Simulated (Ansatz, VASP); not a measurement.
One calculation of MoS2, two programs

The input INCAR:

```
SYSTEM = MoS2
  PREC = Accurate
  ENCUT = 520
  EDIFF = 1E-6
  ISMEAR = 0
  SIGMA = 0.02
  LREAL = .FALSE.
  LASPH = .TRUE.
  NELM = 80
  ALGO = Normal
  ISIF = 2
  LWAVE = .FALSE.
  LCHARG = .TRUE.
  GGA = PS
  LELF = .TRUE.
  LVHAR = .TRUE.
  NBANDS = 35
```

Contents of KPOINTS:

```
regular mesh
0
G
  12 12 2
  0 0 0
```

The input POSCAR:

```
MoS2
1.0
    3.2670439345      0.0000000000      0.0000000000
   -1.6335219672      2.8293430425      0.0000000000
    0.0000000000      0.0000000000     12.3783526109
Mo S
2 4
Direct
    0.6666666667      0.3333333333      0.2500000000
    0.3333333333      0.6666666667      0.7500000000
    0.6666666667      0.3333333333      0.6273593630
    0.3333333333      0.6666666667      0.3726406370
    0.6666666667      0.3333333333      0.8726406370
    0.3333333333      0.6666666667      0.1273593630
```

Input for Ansatz:

```yaml
crystal:
  lattice:
    - [3.2670439345, 0.0, 0.0]
    - [-1.6335219672, 2.8293430425, 0.0]
    - [0.0, 0.0, 12.3783526109]
  atoms:
    - { symbol: Mo, position: [0.6666666667, 0.3333333333, 0.25] }
    - { symbol: Mo, position: [0.3333333333, 0.6666666667, 0.75] }
    - { symbol: S, position: [0.6666666667, 0.3333333333, 0.627359363] }
    - { symbol: S, position: [0.3333333333, 0.6666666667, 0.372640637] }
    - { symbol: S, position: [0.6666666667, 0.3333333333, 0.872640637] }
    - { symbol: S, position: [0.3333333333, 0.6666666667, 0.127359363] }
basis:
  ecutwfc: 420
kpoints:
  mp_grid: { grid: [12, 12, 2] }
  band_path: { path: [VBM, CBM], npoints: 2 }
hamiltonian:
  xc: pbesol
scf:
  occupations: { method: gaussian, width: 0.02 }
output:
  forces: true
  stress: true
  eigenvalues: true
checkpoint:
  read: start.run
  write: ck
  compress: false
  write_wavefunctions: false
  write_every: 100000
```

Alike in both runs: task single point; functional PBEsol; k mesh 12 × 12 × 2; occupations gaussian, width 0.02 eV; no spin polarisation.

|  | VASP | Ansatz |
| --- | --- | --- |
| version | VASP 6.6.1 | Ansatz 0.2.0 |
| potentials or method | VASP PAW PBE potentials, release 64 (Mo_sv, S), cutoff 520 eV | scalar-relativistic, plane waves, PAW |
| valence electrons in the cell | 52 | 52 |

```tsv
	VASP	Ansatz	Ansatz less VASP
gap on the k mesh at the Fermi level (eV)	0.42	0.40	-0.016
least direct gap on the mesh (eV)	1.34	1.33	-0.004
pressure (GPa)	-6.4	-6.4	+0.02
traceless stress, the component that is largest in VASP (GPa)	6.42	6.42	+0.010
```

VASP's potentials were made for PBE, not for PBEsol. The functional is the same, so the differences come from potentials, cutoffs and numerics.
